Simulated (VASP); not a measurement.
Here is a VASP 6.6.1 calculation.

INCAR

```
  PREC = Accurate
  ENCUT = 520
  EDIFF = 1E-6
  ISMEAR = -1
  SIGMA = 0.03
  LREAL = F
  LASPH = T
  NELM = 60
  ALGO = Normal
  ISIF = 2
  LWAVE = F
  LCHARG = F
  GGA = PS
  NBANDS = 14
```

The input KPOINTS:

```
regular mesh
0
Gamma
  6 6 6
```

POSCAR

```
NaI
1.0
    2.4855387519      1.4350264688      4.1029804960
   -2.4855387519      1.4350264688      4.1029804960
    0.0000000000     -2.8700529337      4.1029804974
Na I
1 1
Direct
    1.0420618396      1.0420618396      1.0420618396
    0.2903711604      0.2903711604      0.2903711604
```

Potentials or basis: VASP PAW PBE potentials, release 64 (Na_pv, I).

Run with:

```console
$ cat potpaw_PBE.64/Na_pv/POTCAR potpaw_PBE.64/I/POTCAR > POTCAR
$ mpirun -np 1 vasp_std > vasp.out
```

What does it give for the band gap on the k mesh?

3.73 eV.

What does it give for the pressure?

0.0 GPa.

Caveat: the PAW data sets were made with another functional, which shifts forces and pressure a little; spin-orbit coupling is left out, which moves the levels of the heavy elements.
